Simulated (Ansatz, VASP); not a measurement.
Yb2S3: VASP beside Ansatz

```xyz
5
Lattice="11.9900 0.0000 0.0000 0.0000 10.5000 0.0000 0.0000 0.0000 14.3200" Properties=species:S:1:pos:R:3 pbc="T T T"
Yb    6.5361    4.9785    9.4591
Yb    6.5361    4.9785    4.8570
S     7.4921    4.5000    7.1580
S     4.5000    5.9974    9.8161
S     4.5000    5.9974    4.5000
```

Alike in both runs: task single point; functional PBE; k mesh 1 × 1 × 1; occupations gaussian, width 0.01 eV; collinear spin; Hubbard terms Yb f U = 5.0 eV.

|  | VASP | Ansatz |
| --- | --- | --- |
| version | VASP 6.6.1 | Ansatz 0.2.0 |
| potentials or method | VASP PAW PBE potentials, release 64 (Yb, S), cutoff 520 eV | scalar-relativistic, plane waves, PAW |
| valence electrons in the cell | 66 | 66 |

Ansatz gave:

```
gap on the k mesh at the Fermi level (eV)                     : 0.25
rms of the force components (eV/Å)                            : 1.067
net moment per atom (μB)                                      : 0.40
size of the moment on the site where the two differ most (μB) : 0.26
```

Problem. What did VASP give for the same quantities?

Solution. gap on the k mesh at the Fermi level (eV): 0.33; rms of the force components (eV/Å): 0.762; net moment per atom (μB): 0.40; size of the moment on the site where the two differ most (μB): 0.40.

Site moments also hang on the region over which each program counts them. The programs project onto different local orbitals, so the same U acts differently, and such runs can settle in different states. Atom by atom the forces differ by 0.319 eV/Å (rms over components). Ansatz's warnings: given moment on shells, structure snapped to symmetry, symmetry narrowed by open shell.

Spin-orbit coupling is off throughout.
